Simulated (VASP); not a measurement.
Set up this calculation in VASP 6.6.1, as the native input.

- Task: single point
- Functional: r2SCAN
- Potentials or basis: VASP PAW PBE potentials, release 64 (Cu, Au)
- Cutoff: 520 eV
- k mesh: 2 × 2 × 2, shifted
- Occupations: gaussian, width 0.1 eV
- Spin: no spin polarisation
- Dipole correction: no
- Further INCAR settings: LREAL = Auto; ALGO = Normal; EDIFF = 1e-07; NBANDS = 126; ISYM = 0

The system is CuAu.

```
CELL_PARAMETERS angstrom
-5.91135 3.70172 1.98200
5.89391 3.73204 -2.09497
-1.93631 -3.62779 -5.99141
ATOMIC_POSITIONS crystal
Cu 0.13902 0.02786 0.68257
Cu 0.25366 0.76305 0.49956
Cu 0.58219 0.20695 0.78963
Cu 0.65417 0.55268 0.70891
Cu 0.71297 0.90231 0.59569
Cu 0.27950 0.07852 0.39982
Cu 0.81903 0.61960 0.39855
Cu 0.84959 0.93885 0.30789
Cu 0.52523 0.52444 0.00783
Cu 0.94071 0.64674 0.10560
Au 0.04100 0.33767 0.89842
Au 0.08449 0.69352 0.78224
Au 0.54646 0.84973 0.87696
Au 0.21028 0.37525 0.60474
Au 0.38785 0.47130 0.32182
Au 0.39552 0.80305 0.20285
Au 0.99380 0.98485 0.00907
Au 0.72429 0.24431 0.50347
Au 0.45200 0.16712 0.08250
Au 0.91225 0.31915 0.21703
```

One way to write it, as run:

POSCAR

```
CuAu
1.0
   -5.9113526833      3.7017186641      1.9819966513
    5.8939111879      3.7320431135     -2.0949700366
   -1.9363053278     -3.6277904760     -5.9914096300
Cu Au
10 10
Direct
    0.1390167144      0.0278595411      0.6825667413
    0.2536643732      0.7630492043      0.4995599502
    0.5821856278      0.2069457637      0.7896284626
    0.6541683723      0.5526840861      0.7089113493
    0.7129673318      0.9023138584      0.5956949105
    0.2794958745      0.0785166173      0.3998201123
    0.8190251864      0.6195998157      0.3985473002
    0.8495897847      0.9388510789      0.3078862505
    0.5252260287      0.5244354325      0.0078336770
    0.9407120281      0.6467389104      0.1056012047
    0.0410006105      0.3376712015      0.8984239352
    0.0844860699      0.6935194957      0.7822368108
    0.5464625427      0.8497336377      0.8769556409
    0.2102845935      0.3752490431      0.6047437402
    0.3878495287      0.4712960658      0.3218241982
    0.3955154594      0.8030450653      0.2028480423
    0.9937978974     -0.0151468637      1.0090706161
    0.7242894373      0.2443138834      0.5034725661
    0.4520017774      0.1671213897      0.0825023971
    0.9122530240      0.3191543377      0.2170291876
```

INCAR.step1

```
SYSTEM = CuAu
  PREC = Accurate
  ENCUT = 520
  ISMEAR = 0
  SIGMA = 0.1
  LREAL = Auto
  LASPH = .True.
  NELM = 80
  NBANDS = 126
  ISYM = 0
  GGA = PE
  ALGO = Normal
  EDIFF = 1E-4
  LWAVE = .True.
  LCHARG = .False.
```

INCAR.step2

```
SYSTEM = CuAu
  PREC = Accurate
  ENCUT = 520
  EDIFF = 1E-7
  ISMEAR = 0
  SIGMA = 0.1
  LREAL = Auto
  LASPH = .True.
  NELM = 80
  ALGO = Normal
  ISIF = 2
  LWAVE = .False.
  LCHARG = .False.
  METAGGA = R2SCAN
  LMIXTAU = .True.
  NBANDS = 126
  ISYM = 0
  ISTART = 1
```

KPOINTS

```
Automatic mesh
0
Gamma
  2 2 2
  0.5 0.5 0.5
```

Potentials or basis: VASP PAW PBE potentials, release 64 (Cu, Au).

Command:

```console
$ cat potpaw_PBE.64/Cu/POTCAR potpaw_PBE.64/Au/POTCAR > POTCAR
$ cp INCAR.step1 INCAR
$ mpirun -np 1 vasp_std > vasp.out
$ cp INCAR.step2 INCAR
$ mpirun -np 1 vasp_std > vasp.out
```

Results of the run:

```
Pressure               : 0.3 GPa
Largest force          : 0.028 eV/Å
Band gap on the k mesh : zero (bands 110 and 111 overlap by 0.06 eV)
```

Caveat: the k points lie up to 0.54 Å⁻¹ apart; the PAW data sets were made with another functional, which shifts forces and pressure a little; spin-orbit coupling is left out, which moves the levels of the heavy elements.

Run time: 11 min on 1 thread of Intel(R) Xeon(R) 6975P-C (Granite Rapids), with other jobs on the host, peak memory 0.48 GiB.
